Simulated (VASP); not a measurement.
# Se (P3_221) in VASP: further runs, part 2 of 3

VASP 6.6.1. The steps go on from the part before.

## Step 3: Electric field gradients, PBEsol (volume scaled by 0.94)

File INCAR:

```
SYSTEM = Se
PREC = Accurate
ENCUT = 520
EDIFF = 1E-8
ISMEAR = -1
SIGMA = 0.02
LREAL = .FALSE.
LASPH = .TRUE.
NELM = 80
ALGO = Normal
ISIF = 2
LWAVE = .FALSE.
LCHARG = .FALSE.
GGA = PS
LEFG = .TRUE.
NBANDS = 16
```

File KPOINTS:

```
Automatic mesh
0
G
  8 8 6
  0 0 0
```

File POSCAR:

```
Se
1.0
    4.2662637173      0.0000000000      0.0000000000
   -2.1331318586      3.6946927584      0.0000000000
    0.0000000000      0.0000000000      4.8484124658
Se
3
Direct
    0.2170000000      0.0000000000      0.1666666667
    0.0000000000      0.2170000000      0.8333333333
    0.7830000000      0.7830000000      0.5000000000
```

Potentials or basis: VASP PAW PBE potentials, release 64 (Se).

Run with:

```bash
> cat potpaw_PBE.64/Se/POTCAR > POTCAR
> mpirun -np 1 vasp_std > vasp.out
```

OUTCAR:

```text
SYSTEM = Se
   PREC = Accurate
   ENCUT = 520
   EDIFF = 1E-8
   ISMEAR = -1
   LREAL = .FALSE.
   LASPH = .TRUE.
   NELM = 80
   ISIF = 2
   GGA = PS

 ion  position               nearest neighbor table
   1  0.217  0.000  0.167-   3 2.28   2 2.28
   2  0.000  0.217  0.833-   3 2.28   1 2.28
   3  0.783  0.783  0.500-   2 2.28   1 2.28

  LATTYP: Found a hexagonal cell.
 ALAT       =     4.2662637173
 C/A-ratio  =     1.1364539998

  Lattice vectors:

 A1 = (   4.2662637173,   0.0000000000,   0.0000000000)
[... 675 lines left out ...]

  energy  without entropy=      -11.2434250959  energy(sigma->0) =      -11.24342510

 Electric field gradients (V/A^2)
---------------------------------------------------------------------
 ion       V_xx      V_yy      V_zz      V_xy      V_xz      V_yz
---------------------------------------------------------------------
   1     134.581  -323.868   189.287     0.000    -0.000  -300.231
   2    -209.256    19.969   189.287  -198.514   260.008   150.116
   3    -209.256    19.969   189.287   198.514  -260.008   150.116
---------------------------------------------------------------------

 Electric field gradients after diagonalization (V/A^2)
 (convention: |V_zz| > |V_xx| > |V_yy|)
----------------------------------------------------------------------
 ion       V_xx      V_yy      V_zz     asymmetry (V_yy - V_xx)/ V_zz
----------------------------------------------------------------------
   1     327.641   134.581  -462.222       0.418
   2     327.641   134.581  -462.222       0.418
   3     327.641   134.581  -462.222       0.418
----------------------------------------------------------------------

           NMR quadrupolar parameters

 Cq : quadrupolar parameter    Cq=e*Q*V_zz/h
 eta: asymmetry parameters     (V_yy - V_xx)/ V_zz
 Q  : nuclear electric quadrupole moment in mb (millibarn)
----------------------------------------------------------------------
 ion       Cq(MHz)       eta       Q (mb)
----------------------------------------------------------------------
   1      -1.118       0.418       1.000
   2      -1.118       0.418       1.000
   3      -1.118       0.418       1.000
----------------------------------------------------------------------
```

OSZICAR:

```text
N       E                     dE             d eps       ncg     rms          rms(c)
DAV:   1     0.816521153646E+02    0.81652E+02   -0.74053E+03  1600   0.948E+02
DAV:   2    -0.626542103354E+01   -0.87918E+02   -0.83403E+02  2160   0.155E+02
DAV:   3    -0.113174819452E+02   -0.50521E+01   -0.50362E+01  2008   0.426E+01
DAV:   4    -0.113504736953E+02   -0.32992E-01   -0.32986E-01  2096   0.408E+00
DAV:   5    -0.113506876668E+02   -0.21397E-03   -0.21397E-03  2032   0.326E-01    0.848E+00
DAV:   6    -0.112740773988E+02    0.76610E-01   -0.38194E-02  1928   0.117E+00    0.523E+00
DAV:   7    -0.112443576305E+02    0.29720E-01   -0.77101E-02  1832   0.162E+00    0.212E-01
DAV:   8    -0.112433543545E+02    0.10033E-02   -0.82634E-03  1728   0.566E-01    0.101E-01
DAV:   9    -0.112434065472E+02   -0.52193E-04   -0.31437E-04  2256   0.107E-01    0.333E-02
DAV:  10    -0.112434234208E+02   -0.16874E-04   -0.19669E-05  1936   0.297E-02    0.639E-03
DAV:  11    -0.112434252762E+02   -0.18554E-05   -0.43464E-06  2144   0.128E-02    0.347E-03
DAV:  12    -0.112434251228E+02    0.15340E-06   -0.77901E-07  1976   0.561E-03    0.952E-04
DAV:  13    -0.112434251055E+02    0.17247E-07   -0.16581E-07  2136   0.235E-03    0.361E-04
DAV:  14    -0.112434250959E+02    0.96032E-08   -0.14173E-08  1648   0.749E-04
   1 F= -.11243425E+02 E0= -.11243425E+02  d E =-.196774E-10
```

Run time: 48 s. Hardware: 1 thread of AMD EPYC 7R43 (Zen 3), shared host; peak memory 0.17 GiB.

What came out:

```
Free energy            : -11.2434 eV
Pressure               : 7.8 GPa
Largest force          : 1.907 eV/Å
Band gap on the k mesh : 1.11 eV, indirect (least direct gap 1.19 eV)
```

Forces in eV/Å, atoms in the order of the input:
```
Se   1.907  0.000  0.000
Se  -0.954  1.652  0.000
Se  -0.954 -1.652  0.000
```

Levels at points of the mesh, in eV from the valence-band top:
```tsv
k point	band 5	band 6	band 7	band 8	band 9	band 10	band 11	band 12	band 13	band 14
(0.00, 0.00, 0.00)	-4.21	-4.16	-2.49	-2.49	-0.51	2.08	2.08	2.39	5.91	6.06
(0.50, 0.00, 0.00)	-5.20	-3.81	-3.24	-2.17	-1.22	2.03	2.62	4.60	5.03	7.44
(0.00, 0.00, 0.50)	-3.75	-3.75	-1.83	-1.83	-1.39	1.20	1.29	1.29	5.77	7.09
(0.50, 0.00, 0.50)	-4.97	-4.70	-2.16	-1.66	0.00	1.57	2.79	3.27	6.06	7.75
```

Electric field gradients, principal values (V/Å²):
```tsv
atom	least	middle	greatest (by size)
1 Se	134.581	327.641	-462.222
2 Se	134.581	327.641	-462.222
3 Se	134.581	327.641	-462.222
```

Caveat: without QUAD_EFG the Cq values of the log hold for a quadrupole moment of 1 mb, not for the nuclei; the PAW data sets were made with another functional, which shifts forces and pressure a little. A k mesh can miss the band edges.

## Step 4: Electric field gradients, PBEsol (volume scaled by 0.98)

File INCAR:

```
SYSTEM = Se
PREC = Accurate
ENCUT = 520
EDIFF = 1E-8
ISMEAR = -1
SIGMA = 0.02
LREAL = .False.
LASPH = .True.
NELM = 60
ALGO = Normal
ISIF = 2
LWAVE = .False.
LCHARG = .False.
GGA = PS
LEFG = .True.
NBANDS = 16
```

File KPOINTS:

```
Automatic mesh
0
Gamma
  8 8 6
  0 0 0
```

File POSCAR:

```
Se
1.0
    4.3259394702      0.0000000000      0.0000000000
   -2.1629697351      3.7463734764      0.0000000000
    0.0000000000      0.0000000000      4.9162312139
Se
3
Direct
    0.2170000000      0.0000000000      0.1666666667
    0.0000000000      0.2170000000      0.8333333333
    0.7830000000      0.7830000000      0.5000000000
```

Potentials or basis: VASP PAW PBE potentials, release 64 (Se).

Run with:

```bash
> cat potpaw_PBE.64/Se/POTCAR > POTCAR
> mpirun -np 1 vasp_std > vasp.out
```

OUTCAR:

```text
SYSTEM = Se
   PREC = Accurate
   ENCUT = 520
   EDIFF = 1E-8
   ISMEAR = -1
   LREAL = .False.
   LASPH = .True.
   NELM = 60
   ISIF = 2
   GGA = PS

 ion  position               nearest neighbor table
   1  0.217  0.000  0.167-   3 2.31   2 2.31
   2  0.000  0.217  0.833-   3 2.31   1 2.31
   3  0.783  0.783  0.500-   2 2.31   1 2.31

  LATTYP: Found a hexagonal cell.
 ALAT       =     4.3259394702
 C/A-ratio  =     1.1364539998

  Lattice vectors:

 A1 = (   4.3259394702,   0.0000000000,   0.0000000000)
 A2 = (  -2.1629697351,   3.7463734764,   0.0000000000)
 A3 = (   0.0000000000,   0.0000000000,   4.9162312139)

Analysis of symmetry for initial positions (statically):
=====================================================================
 Subroutine PRICEL returns:
 Original cell was already a primitive cell.

 Routine SETGRP: Setting up the symmetry group for a
[... 652 lines left out ...]
    -2.162969735  3.746373476  0.000000000     0.000000000  0.266924802  0.000000000
     0.000000000  0.000000000  4.916231214     0.000000000  0.000000000  0.203407846

 POSITION                                       TOTAL-FORCE (eV/Angst)
 -----------------------------------------------------------------------------------
      0.93873      0.00000      0.81937         1.328804      0.000000     -0.000000
     -0.46936      0.81296      4.09686        -0.664402      1.150778      0.000000
      1.69361      2.93341      2.45812        -0.664402     -1.150778     -0.000000
 -----------------------------------------------------------------------------------
    total drift:                               -0.000000     -0.000000     -0.000000

  FREE ENERGIE OF THE ION-ELECTRON SYSTEM (eV)
  ---------------------------------------------------
  free  energy   TOTEN  =       -11.3677107568 eV

  energy  without entropy=      -11.3677107568  energy(sigma->0) =      -11.36771076

 Electric field gradients (V/A^2)
---------------------------------------------------------------------
 ion       V_xx      V_yy      V_zz      V_xy      V_xz      V_yz
---------------------------------------------------------------------
   1     143.013  -333.310   190.297    -0.000     0.000  -306.238
   2    -214.229    23.932   190.297  -206.254   265.210   153.119
   3    -214.229    23.932   190.296   206.254  -265.210   153.119
---------------------------------------------------------------------

 Electric field gradients after diagonalization (V/A^2)
 (convention: |V_zz| > |V_xx| > |V_yy|)
----------------------------------------------------------------------
 ion       V_xx      V_yy      V_zz     asymmetry (V_yy - V_xx)/ V_zz
----------------------------------------------------------------------
   1     331.387   143.013  -474.400       0.397
   2     331.387   143.013  -474.400       0.397
   3     331.386   143.013  -474.399       0.397
----------------------------------------------------------------------

           NMR quadrupolar parameters

 Cq : quadrupolar parameter    Cq=e*Q*V_zz/h
 eta: asymmetry parameters     (V_yy - V_xx)/ V_zz
 Q  : nuclear electric quadrupole moment in mb (millibarn)
----------------------------------------------------------------------
 ion       Cq(MHz)       eta       Q (mb)
----------------------------------------------------------------------
   1      -1.147       0.397       1.000
   2      -1.147       0.397       1.000
   3      -1.147       0.397       1.000
----------------------------------------------------------------------
```

It took 52 s on 1 thread of AMD EPYC 7R43 (Zen 3), shared host; peak memory 0.17 GiB.

Results:

```yaml
Free_energy: -11.3677 eV
Pressure: 4.5 GPa
Largest_force: 1.329 eV/Å
Band_gap_on_the_k_mesh: 1.07 eV, indirect (least direct gap 1.14 eV)
```

Forces in eV/Å, atoms in the order of the input:
```
Se   1.329  0.000  0.000
Se  -0.664  1.151  0.000
Se  -0.664 -1.151  0.000
```

Stress tensor (GPa, compression positive):
```
3.40 0.00 0.00
0.00 3.40 0.00
0.00 0.00 6.81
```

Electric field gradients, principal values (V/Å²):
| atom | least | middle | greatest (by size) |
| --- | --- | --- | --- |
| 1 Se | 143.013 | 331.387 | -474.400 |
| 2 Se | 143.013 | 331.387 | -474.400 |
| 3 Se | 143.013 | 331.386 | -474.399 |

Caveat: without QUAD_EFG the Cq values of the log hold for a quadrupole moment of 1 mb, not for the nuclei; the PAW data sets were made with another functional, which shifts forces and pressure a little. A k mesh can miss the band edges.

## Step 5: Electric field gradients, PBEsol (volume scaled by 0.98)

File INCAR:

```
ALGO = Normal
EDIFF = 1E-8
ENCUT = 520
GGA = PS
ISIF = 2
ISMEAR = -1
LASPH = True
LCHARG = False
LEFG = True
LREAL = False
LWAVE = False
NBANDS = 16
NELM = 60
PREC = Accurate
SIGMA = 0.02
```

File KPOINTS:

```
k-points
0
Gamma
  8 8 6
```

POSCAR is that of step 4.

Potentials or basis: VASP PAW PBE potentials, release 64 (Se).

Run with:

```bash
> cat potpaw_PBE.64/Se/POTCAR > POTCAR
> mpirun -np 1 vasp_std > vasp.out
```

OUTCAR:

```text
EDIFF = 1E-8
   ENCUT = 520
   GGA = PS
   ISIF = 2
   ISMEAR = -1
   LASPH = True
   LREAL = False
   NELM = 60
   PREC = Accurate

 ion  position               nearest neighbor table
   1  0.217  0.000  0.167-   3 2.31   2 2.31
   2  0.000  0.217  0.833-   3 2.31   1 2.31
   3  0.783  0.783  0.500-   2 2.31   1 2.31

  LATTYP: Found a hexagonal cell.
 ALAT       =     4.3259394702
 C/A-ratio  =     1.1364539998

  Lattice vectors:

 A1 = (   4.3259394702,   0.0000000000,   0.0000000000)
 A2 = (  -2.1629697351,   3.7463734764,   0.0000000000)
[... 675 lines left out ...]
  energy  without entropy=      -11.3677107568  energy(sigma->0) =      -11.36771076

 Electric field gradients (V/A^2)
---------------------------------------------------------------------
 ion       V_xx      V_yy      V_zz      V_xy      V_xz      V_yz
---------------------------------------------------------------------
   1     143.013  -333.310   190.297    -0.000     0.000  -306.238
   2    -214.229    23.932   190.297  -206.254   265.210   153.119
   3    -214.229    23.932   190.296   206.254  -265.210   153.119
---------------------------------------------------------------------

 Electric field gradients after diagonalization (V/A^2)
 (convention: |V_zz| > |V_xx| > |V_yy|)
----------------------------------------------------------------------
 ion       V_xx      V_yy      V_zz     asymmetry (V_yy - V_xx)/ V_zz
----------------------------------------------------------------------
   1     331.387   143.013  -474.400       0.397
   2     331.387   143.013  -474.400       0.397
   3     331.386   143.013  -474.399       0.397
----------------------------------------------------------------------

           NMR quadrupolar parameters

 Cq : quadrupolar parameter    Cq=e*Q*V_zz/h
 eta: asymmetry parameters     (V_yy - V_xx)/ V_zz
 Q  : nuclear electric quadrupole moment in mb (millibarn)
----------------------------------------------------------------------
 ion       Cq(MHz)       eta       Q (mb)
----------------------------------------------------------------------
   1      -1.147       0.397       1.000
   2      -1.147       0.397       1.000
   3      -1.147       0.397       1.000
----------------------------------------------------------------------
```

stdout:

```text
POSCAR found type information on POSCAR Se
 POSCAR found :  1 types and       3 ions
 scaLAPACK will be used
 -----------------------------------------------------------------------------
|                                                                             |
|                                                                             |
|     You enforced a specific xc type in the INCAR file but a different       |
|     I HOPE YOU KNOW WHAT YOU ARE DOING!                                     |
|                                                                             |
 -----------------------------------------------------------------------------

 LDA part: xc-table for (Slater+PW92), standard interpolation
 POSCAR, INCAR and KPOINTS ok, starting setup
 FFT: planning ... GRIDC
 FFT: planning ... GRID_SOFT
 FFT: planning ... GRID
 WAVECAR not read
 entering main loop
ion   1

ion   2
     0.0000499     3.8347191    -2.7291997    -2.8643457    -4.7271126     2.2139761
     0.0000687     3.8347190    -2.7291997    -2.8643456    -4.7271125     2.2139761
     0.0000946     3.8347190    -2.7291997    -2.8643456    -4.7271125     2.2139760
     0.0001302     3.8347189    -2.7291996    -2.8643455    -4.7271124     2.2139760
[... 12 lines left out ...]
     0.0000499  -188.6856703  -139.9186938  -150.5446352   242.3462866   108.9377225
     0.0000687  -188.6810672  -139.9152690  -150.5409567   242.3403547   108.9350650
     0.0000946  -188.6736052  -139.9097172  -150.5349942   242.3307387   108.9307568
     0.0001302  -188.6615686  -139.9007621  -150.5253777   242.3152279   108.9238074
```

Run time: 53 s. Hardware: 1 thread of AMD EPYC 7R43 (Zen 3), shared host; peak memory 0.18 GiB.

Results:

* Free energy: -11.3677 eV
* Pressure: 4.5 GPa
* Largest force: 1.329 eV/Å
* Band gap on the k mesh: 1.07 eV, indirect (least direct gap 1.14 eV)

Forces on the atoms (eV/Å):
```
Se   1.329  0.000  0.000
Se  -0.664  1.151  0.000
Se  -0.664 -1.151  0.000
```

Levels at points of the mesh, in eV from the valence-band top:
| k point | band 7 | band 8 | band 9 | band 10 | band 11 | band 12 |
| --- | --- | --- | --- | --- | --- | --- |
| (0.00, 0.00, 0.00) | -2.30 | -2.30 | -0.44 | 2.03 | 2.03 | 2.40 |
| (0.50, 0.00, 0.00) | -3.08 | -2.04 | -1.12 | 2.02 | 2.58 | 4.41 |
| (0.00, 0.00, 0.50) | -1.67 | -1.67 | -1.28 | 1.23 | 1.33 | 1.33 |
| (0.50, 0.00, 0.50) | -1.98 | -1.52 | 0.00 | 1.52 | 2.77 | 3.18 |

Electric field gradients, principal values (V/Å²):
```csv
atom,least,middle,greatest (by size)
1 Se,143.013,331.387,-474.400
2 Se,143.013,331.387,-474.400
3 Se,143.013,331.386,-474.399
```

Caveat: without QUAD_EFG the Cq values of the log hold for a quadrupole moment of 1 mb, not for the nuclei; the PAW data sets were made with another functional, which shifts forces and pressure a little. A k mesh can miss the band edges.

[end of part 2 of 3]
